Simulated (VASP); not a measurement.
# Mg2ZnS3 (P1) in VASP: single point with PBE

Aim: the single point of Mg2ZnS3 with PBE.

Program: VASP 6.6.1. These are calculated values, not measurements. Logs are shortened: lines on timing, memory, paths and dates and some standing lists are left out, and cuts for length are marked.

## 1. The cell of the first run

The typed cell holds 12 atoms: a = 3.913 Å, b = 6.477 Å, c = 9.472 Å, α = 94.60°, β = 97.78°, γ = 85.77°.

## 2. Single point, PBE

File INCAR:

```
ALGO     = Normal         # electronic algorithm
EDIFF    = 1E-6           # SCF threshold, eV
ENCUT    = 600            # plane-wave cutoff, eV
GGA      = PE             # functional
GGA_COMPAT= F            
ISIF     = 2              # what is computed and relaxed
ISMEAR   = 0              # smearing method
LASPH    = T              # aspherical terms in the spheres
LCHARG   = T              # write CHGCAR
LELF     = T              # ELF
LREAL    = F              # projectors in reciprocal space
LVHAR    = T            
LWAVE    = F              # write WAVECAR
NBANDS   = 46             # bands
NELM     = 120            # most SCF steps
PREC     = Accurate       # precision mode
SIGMA    = 0.1            # smearing width, eV
```

File KPOINTS:

```
k-points
0
Gamma
  4 2 4
```

File POSCAR:

```
Mg2ZnS3
1.0
    1.8338457474      3.4535294942      0.1528483951
   -5.4829486153      3.4452834898      0.1573263258
   -0.0062312493     -1.8611421116      9.2870507302
Mg Zn S
4 2 6
Direct
    0.6271293131      0.2096365287      0.1909287355
    0.1266723851      0.7099590819      0.1914461049
    0.3247680755      0.1089712782      0.5212114063
    0.8246357439      0.6085424355      0.5210852939
    0.9160806059      0.3045284122      0.8775265468
    0.4155973514      0.8044564456      0.8772641922
    0.4227104180      0.4734856573      0.9863145971
    0.9223307678      0.9730922374      0.9860686483
    0.8389374831      0.2795247781      0.6368407800
    0.3388018302      0.7795735550      0.6365190933
    0.1364870650      0.3790001142      0.3175187188
    0.6361489606      0.8793294759      0.3178758825
```

Potentials or basis: VASP PAW PBE potentials, release 64 (Mg, Zn, S).

Launch:

```console
$ cat potpaw_PBE.64/Mg/POTCAR potpaw_PBE.64/Zn/POTCAR potpaw_PBE.64/S/POTCAR > POTCAR
$ mpirun -np 1 vasp_std > vasp.out
```

OUTCAR:

```text
EDIFF = 1E-6
   ENCUT = 600
   GGA = PE
   ISIF = 2
   ISMEAR = 0
   LASPH = T
   LREAL = F
   NELM = 120
   PREC = Accurate

 ion  position               nearest neighbor table
   1  0.627  0.210  0.191-  11 2.47  12 2.53  11 2.54   7 2.69   8 2.70   3 3.61   2 3.66
   2  0.127  0.710  0.191-  12 2.47  11 2.53  12 2.53   8 2.69   7 2.71   4 3.61   1 3.66
   3  0.325  0.109  0.521-   9 2.45  10 2.47   9 2.47  11 2.70  12 2.70   1 3.61   4 3.66
   4  0.825  0.609  0.521-  10 2.45   9 2.47  10 2.47  12 2.70  11 2.71   2 3.61   3 3.66
   5  0.916  0.305  0.878-   9 2.25   7 2.40   8 2.45   7 2.46
   6  0.416  0.804  0.877-  10 2.25   8 2.40   7 2.45   8 2.46
   7  0.423  0.473  0.986-   5 2.40   6 2.45   5 2.46   1 2.69   2 2.71
   8  0.922  0.973  0.986-   6 2.40   5 2.45   6 2.46   2 2.69   1 2.70
   9  0.839  0.280  0.637-   5 2.25   3 2.45   4 2.47   3 2.47
  10  0.339  0.780  0.637-   6 2.25   4 2.45   3 2.47   4 2.47
  11  0.136  0.379  0.318-   1 2.47   2 2.53   1 2.54   3 2.70   4 2.71
  12  0.636  0.879  0.318-   2 2.47   1 2.53   2 2.53   4 2.70   3 2.70

  LATTYP: Found a triclinic cell.
 ALAT       =     3.9132108076
 B/A-ratio  =     1.8697690310
 C/A-ratio  =     2.4204433905
 COS(alpha) =     0.0014794042
 COS(beta)  =     0.1354230518
 COS(gamma) =     0.4695997479

  Lattice vectors:

 A1 = (   1.8338457474,   3.4535294942,   0.1528483951)
 A2 = (   7.3167943627,   0.0082460044,  -0.0044779307)
 A3 = (   0.0062312493,   1.8611421116,  -9.2870507302)

Analysis of symmetry for initial positions (statically):
=====================================================================
 Subroutine PRICEL returns:
 Original cell was already a primitive cell.

 Routine SETGRP: Setting up the symmetry group for a
 triclinic supercell.

 Subroutine GETGRP returns: Found  1 space group operations
 (whereof  1 operations were pure point group operations)
 out of a pool of  2 trial point group operations.

The static configuration has the point symmetry C_1 .

Analysis of symmetry for dynamics (positions and initial velocities):
=====================================================================
 Subroutine PRICEL returns:
 Original cell was already a primitive cell.

 Routine SETGRP: Setting up the symmetry group for a
 triclinic supercell.

 Subroutine GETGRP returns: Found  1 space group operations
 (whereof  1 operations were pure point group operations)
 out of a pool of  2 trial point group operations.

The dynamic configuration has the point symmetry C_1 .

 Subroutine INISYM returns: Found  1 space group operations
 (whereof  1 operations are pure point group operations),
 and found     1 'primitive' translations

----------------------------------------------------------------------------------------

                                     Primitive cell

  volume of cell :     236.6285

  direct lattice vectors                    reciprocal lattice vectors
     1.833845747  3.453529494  0.152848395     0.136455807  0.215187298  0.043215488
    -5.482948615  3.445283490  0.157326326    -0.136744221  0.071977690  0.014332712
    -0.006231249 -1.861142112  9.287050730     0.000070681 -0.004760932  0.106722758

  length of vectors
     3.913210808  6.477457481  9.471705235     0.258444073  0.155194061  0.106828922

  position of ions in fractional coordinates (direct lattice)
     0.627129313  0.209636529  0.190928736
     0.126672385  0.709959082  0.191446105
     0.324768076  0.108971278  0.521211406
     0.824635744  0.608542435  0.521085294
     0.916080606  0.304528412  0.877526547
     0.415597351  0.804456446  0.877264192
     0.422710418  0.473485657  0.986314597
     0.922330768  0.973092237  0.986068648
     0.838937483  0.279524778  0.636840780
     0.338801830  0.779573555  0.636519093
     0.136487065  0.379000114  0.317518719
     0.636148961  0.879329476  0.317875882

  ion indices of the primitive-cell ions
   primitive index   ion index
                 1           1
                 2           2
                 3           3
                 4           4
                 5           5
                 6           6
                 7           7
                 8           8
                 9           9
                10          10
                11          11
                12          12

----------------------------------------------------------------------------------------

 KPOINTS: k-points

Automatic generation of k-mesh.
 Grid dimensions read from file:
 generate k-points for:    4    2    4

 Generating k-lattice:

  Cartesian coordinates                     Fractional coordinates (reciprocal lattice)
     0.034113952  0.053796824  0.010803872     0.250000000 -0.000000000  0.000000000
    -0.068372111  0.035988845  0.007166356     0.000000000  0.500000000  0.000000000
     0.000017670 -0.001190233  0.026680690     0.000000000  0.000000000  0.250000000

  Length of vectors
     0.064611018  0.077597031  0.026707231

  Shift w.r.t. Gamma in fractional coordinates (k-lattice)
     0.000000000  0.000000000  0.000000000

 Subroutine IBZKPT returns following result:
 ===========================================

 Found     20 irreducible k-points:

 Following reciprocal coordinates:
            Coordinates               Weight
  0.000000  0.000000  0.000000      1.000000
  0.250000  0.000000 -0.000000      2.000000
  0.500000  0.000000 -0.000000      1.000000
  0.000000  0.500000 -0.000000      1.000000
  0.250000  0.500000  0.000000      2.000000
  0.500000  0.500000 -0.000000      1.000000
[... 12 lines left out ...]
  0.250000  0.500000  0.500000      2.000000
  0.500000  0.500000  0.500000      1.000000
   k-points           NKPTS =     20   k-points in BZ     NKDIM =     20   number of bands    NBANDS=     46
   number of dos      NEDOS =    301   number of ions     NIONS =     12
   total plane-waves  NPLWV = 138240
   dimension x,y,z NGX =    32 NGY =   54 NGZ =   80
   dimension x,y,z NGXF=    64 NGYF=  108 NGZF=  160
   ions per type =               4   2   6
   NGX,Y,Z   is equivalent  to a cutoff of  13.59, 13.86, 14.04 a.u.
   NGXF,Y,Z  is equivalent  to a cutoff of  27.19, 27.72, 28.08 a.u.
 SYSTEM =  unknown system
   PREC   = accura    normal or accurate (medium, high low for compatibility)
   ISTART =      0    job   : 0-new  1-cont  2-samecut
   ICHARG =      2    charge: 1-file 2-atom 10-const
   ISPIN  =      1    spin polarized calculation?
   LNONCOLLINEAR =      F non collinear calculations
   LSORBIT =      F    spin-orbit coupling
   LASPH  =      T    aspherical Exc in radial PAW
   ENCUT  =  600.0 eV  44.10 Ry    6.64 a.u.   7.82 12.94 18.92*2*pi/ulx,y,z
   NELM   =    120;   NELMIN=  2; NELMDL= -5     # of ELM steps
   EDIFF  = 0.1E-05   stopping-criterion for ELM
   LREAL  =      F    real-space projection
   EDIFFG = 0.1E-04   stopping-criterion for IOM
   NSW    =      0    number of steps for IOM
   IBRION =     -1    ionic relax: 0-MD 1-quasi-New 2-CG
   NFREE  =      0    steps in history (QN), initial steepest desc. (CG)
   ISIF   =      2    stress and relaxation
   ISYM   =      2    0-nonsym 1-usesym 2-fastsym
   POTIM  = 0.5000    time-step for ionic-motion
   TEBEG  =    0.0;   TEEND  =   0.0 temperature during run
   PSTRESS=    0.0 pullay stress
   NELECT =      68.0000    total number of electrons
   NUPDOWN=      -1.0000    fix difference up-down
   EMIN   =  10.00;   EMAX   =-10.00  energy-range for DOS
   EFERMI =   0.00;   METHOD = LEGACY
   ISMEAR =     0;   SIGMA  =   0.10  broadening in eV -4-tet -1-fermi 0-gaus
   EFERMI_NEDOS =   21; number of points for ismear=-14 and -15
   IALGO  =     38    algorithm
   IMIX   =      4    mixing-type and parameters
     AMIX     =   0.40;   BMIX     =  1.00
     AMIX_MAG =   1.60;   BMIX_MAG =  1.00
  volume/ion in A,a.u.               =      19.72       133.07
  Fermi-wavevector in a.u.,A,eV,Ry     =   1.080328  2.041523 15.879464  1.167108
  Thomas-Fermi vector in A             =   2.216316
   LORBIT       =      0    0 simple, 1 ext, 2 COOP (PROOUT), +10 PAW based schemes
   GGA     = PE    functional components
   LHFCALC =     F    Hartree Fock is set to
   AEXX    =    0.0000 exact exchange contribution
   IVDW    =     0    specifies the selected vdW correction
   LEPSILON=     F    determine dielectric tensor
   LRPA    =     F    only Hartree local field effects (RPA)
 non-spin polarized calculation
 Gauss-broadening in eV      SIGMA  =   0.10
  energy-cutoff  :      600.00
  volume of cell :      236.63
 maximum number of plane-waves:      7912
   NGX = 15   NGY = 25   NGZ = 37

 number of electron      68.0000003 magnetization

 Free energy of the ion-electron system (eV)
  ---------------------------------------------------
  ext. energy  EPLUGINS =         0.00000000
  ---------------------------------------------------
  free energy    TOTEN  =       -46.68715757 eV

  energy without entropy =      -46.68715757  energy(sigma->0) =      -46.68715757

 E-fermi :   3.2271     XC(G=0):  -9.3150

 val. band max:        2.7418111460   @ k =   0.0000   0.0000   0.0000
 cond. band min:       4.7300520439   @ k =   0.0000   0.0000   0.0000
 fundamental gap:      1.9882408979
 Fermi energy:         3.2270944328

 k-point     1 :       0.0000    0.0000    0.0000
  band No.  band energies     occupation
      1     -10.1662      2.00000
      2      -9.3487      2.00000
      3      -9.2708      2.00000
      4      -8.9078      2.00000
      5      -8.6138      2.00000
      6      -8.3704      2.00000
[... 38 lines left out ...]
     45       9.1809      0.00000
     46       9.3362      0.00000

 k-point     2 :       0.2500    0.0000   -0.0000
  band No.  band energies     occupation
      1      -9.8915      2.00000
      2      -9.2133      2.00000
      3      -9.1318      2.00000
      4      -8.7372      2.00000
      5      -8.5613      2.00000
      6      -8.3741      2.00000
[... 38 lines left out ...]
     45       9.2011      0.00000
     46       9.3874      0.00000

 k-point     3 :       0.5000    0.0000   -0.0000
  band No.  band energies     occupation
      1      -9.3705      2.00000
      2      -9.3681      2.00000
      3      -8.7011      2.00000
      4      -8.7001      2.00000
      5      -8.4791      2.00000
      6      -8.4765      2.00000
[... 38 lines left out ...]
     45       9.5340      0.00000
     46       9.5361      0.00000

 k-point     4 :       0.0000    0.5000   -0.0000
  band No.  band energies     occupation
      1      -9.7675      2.00000
      2      -9.7653      2.00000
      3      -9.0195      2.00000
      4      -9.0170      2.00000
      5      -8.6444      2.00000
      6      -8.6402      2.00000
[... 724 lines left out ...]
     45       9.1455      0.00000
     46       9.1471      0.00000

 k-point    19 :       0.2500    0.5000    0.5000
  band No.  band energies     occupation
      1      -9.6130      2.00000
      2      -9.5004      2.00000
      3      -8.9812      2.00000
      4      -8.8871      2.00000
      5      -8.5710      2.00000
      6      -8.4319      2.00000
[... 38 lines left out ...]
     45       9.1889      0.00000
     46       9.2377      0.00000

 k-point    20 :       0.5000    0.5000    0.5000
  band No.  band energies     occupation
      1      -9.4288      2.00000
      2      -9.2691      2.00000
      3      -8.7444      2.00000
      4      -8.6404      2.00000
      5      -8.6095      2.00000
      6      -8.3589      2.00000
[... 38 lines left out ...]
     45       9.3588      0.00000
     46       9.7508      0.00000

------------------------ aborting loop because EDIFF is reached ----------------------------------------

  FORCE on cell =-STRESS in cart. coord.  units (eV):
  Direction    XX          YY          ZZ          XY          YZ          ZX
  --------------------------------------------------------------------------------------
  -------------------------------------------------------------------------------------
  Total       -0.1083288     -0.0875054     -0.1691177     -0.0095878      0.0791645      0.0199013
  in kB       -0.7334785     -0.5924861     -1.1450716     -0.0649177      0.5360111      0.1347486
  external PRESSURE =      -0.8236788 kB  Pullay stress =       0.0000000 kB

 VOLUME and BASIS-vectors are now :
 -----------------------------------------------------------------------------
  energy-cutoff  :      600.00
  volume of cell :      236.63
      direct lattice vectors                 reciprocal lattice vectors
     1.833845747  3.453529494  0.152848395     0.136455807  0.215187298  0.043215488
    -5.482948615  3.445283490  0.157326326    -0.136744221  0.071977690  0.014332712
    -0.006231249 -1.861142112  9.287050730     0.000070681 -0.004760932  0.106722758

 POSITION                                       TOTAL-FORCE (eV/Angst)
 -----------------------------------------------------------------------------------
     -0.00056      2.53272      1.90200         0.001174     -0.021080      0.030087
     -3.66156      2.52717      1.90903         0.004461     -0.017991      0.020511
     -0.00516      0.52698      4.90730         0.000898      0.005687     -0.018785
     -1.82760      3.97469      5.06113        -0.003794      0.011068     -0.015201
      0.00477      2.57970      8.33757        -0.002398     -0.013278      0.019525
     -3.65412      2.57414      8.33728         0.002229     -0.014099      0.011918
     -1.82706      1.25546      9.29906         0.000709      0.002791      0.008860
     -3.65015      4.70266      9.45174        -0.006518      0.008473      0.016948
      0.00189      2.67509      6.08658        -0.000751      0.002470     -0.046401
     -3.65702      2.67126      6.08582         0.002660     -0.004622     -0.038057
     -1.82972      1.18618      3.02930        -0.001363      0.018879      0.011585
     -3.65670      4.63489      3.18771         0.002691      0.021702     -0.000988
 -----------------------------------------------------------------------------------
    total drift:                               -0.000272     -0.001646     -0.001498

  FREE ENERGIE OF THE ION-ELECTRON SYSTEM (eV)
  ---------------------------------------------------
  free  energy   TOTEN  =       -46.6871575720 eV

  energy  without entropy=      -46.6871575720  energy(sigma->0) =      -46.68715757
```

It took 7.1 min on 1 thread of Oxide Virtual Turin-like, shared host; peak memory 0.46 GiB.

What came out:

| Property | Result |
| --- | --- |
| Free energy | -46.6872 eV |
| Pressure | -0.1 GPa |
| Largest force | 0.046 eV/Å |
| Band gap on the k mesh | 1.99 eV |

Forces on the atoms (eV/Å):
```
Mg   0.001 -0.021  0.030
Mg   0.004 -0.018  0.021
Mg   0.001  0.006 -0.019
Mg  -0.004  0.011 -0.015
Zn  -0.002 -0.013  0.020
Zn   0.002 -0.014  0.012
S    0.001  0.003  0.009
S   -0.007  0.008  0.017
S   -0.001  0.002 -0.046
S    0.003 -0.005 -0.038
S   -0.001  0.019  0.012
S    0.003  0.022 -0.001
```

Stress tensor (GPa, compression positive):
```
-0.07 -0.01  0.01
-0.01 -0.06  0.05
 0.01  0.05 -0.11
```

Caveat: the k points lie up to 0.49 Å⁻¹ apart. A k mesh can miss the band edges.
